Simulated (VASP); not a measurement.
Here is a VASP 6.6.1 calculation.

File INCAR:

```
PREC = Accurate
ENCUT = 520
EDIFF = 1E-6
ISMEAR = -1
SIGMA = 0.01
LREAL = False
LASPH = True
NELM = 80
ALGO = Normal
ISIF = 2
LWAVE = False
LCHARG = False
GGA = PS
NBANDS = 24
```

KPOINTS

```
regular mesh
0
Gamma
  9 9 5
```

File POSCAR:

```
TaN
1.0
    3.0901372865      0.0000000000      0.0000000000
   -1.5450686433      2.6761373914      0.0000000000
    0.0000000000      0.0000000000      5.0050074549
Ta N
2 2
Direct
    0.3333333333      0.6666666667      0.0000000000
    0.6666666667      0.3333333333      0.5000000000
    0.3333333333      0.6666666667      0.3850000000
    0.6666666667      0.3333333333      0.8850000000
```

Potentials or basis: VASP PAW PBE potentials, release 64 (Ta_pv, N).

Run with:

```bash
$ cat potpaw_PBE.64/Ta_pv/POTCAR potpaw_PBE.64/N/POTCAR > POTCAR
$ mpirun -np 1 vasp_std > vasp.out
```

Question: Estimate the pressure.

Answer: 102.8 GPa.

Question: What does it give for the band gap on the k mesh?

Answer: Zero (band 16 reaches 9.70 eV, above the bottom of band 17 at 7.58 eV).

Question: Estimate the largest force.

Answer: 2.207 eV/Å.

Forces in eV/Å, atoms in the order of the input:
```
Ta   0.000  0.000  2.207
Ta   0.000  0.000  2.207
N    0.000  0.000 -2.207
N    0.000  0.000 -2.207
```

Caveat: the PAW data sets were made with another functional, which shifts forces and pressure a little; spin-orbit coupling is left out, which moves the levels of the heavy elements.
